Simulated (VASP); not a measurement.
A run of VASP 6.6.1 is set up as follows.

File INCAR:

```
SYSTEM = Te6Mo3H
PREC = Accurate
ENCUT = 520
EDIFF = 1E-6
ISMEAR = 0
SIGMA = 0.05
LREAL = .False.
LASPH = .True.
NELM = 60
ALGO = Normal
ISIF = 2
LWAVE = .False.
LCHARG = .False.
GGA = PE
IVDW = 12
NBANDS = 50
```

Contents of KPOINTS:

```
Automatic mesh
0
Gamma
  9 9 1
  0 0 0
```

The input POSCAR:

```
Te6Mo3H
1.0
    3.4959407812      0.0000000000      0.0000000000
   -1.7479703906      3.0275735266      0.0000000000
    0.0000000000      0.0000000000     21.3113513408
Te Mo H
6 3 1
Direct
    0.0000000000      0.0000000000      0.9147264527
    0.3333333333      0.6666666667      0.5934158068
    0.3333333333      0.6666666667      0.2359734255
    0.3333333333      0.6666666667      0.7640265745
    0.3333333333      0.6666666667      0.4065841932
    0.0000000000      0.0000000000      0.0852735473
    0.0000000000      0.0000000000      0.6786881624
    0.0000000000      0.0000000000      0.3213118376
    0.3333333333      0.6666666667      0.0000000000
    0.2822661409      0.3077997371      0.1689997125
```

Potentials or basis: VASP PAW PBE potentials, release 64 (Te, Mo_sv, H).

Command:

```sh
$ cat potpaw_PBE.64/Te/POTCAR potpaw_PBE.64/Mo_sv/POTCAR potpaw_PBE.64/H/POTCAR > POTCAR
$ mpirun -np 1 vasp_std > vasp.out
```

Q: Estimate the pressure.

A: 0.9 GPa.

Q: Predict the dispersion energy per atom.

A: -0.498 eV.

Q: Estimate the band gap on the k mesh.

A: Zero (an odd number of electrons rules out a gap without spin polarisation).

Stress tensor (GPa, compression positive):
```
 1.05 -0.06 -0.29
-0.06  0.25  0.78
-0.29  0.78  1.35
```

Caveat: spin-orbit coupling is left out, which moves the levels of the heavy elements.
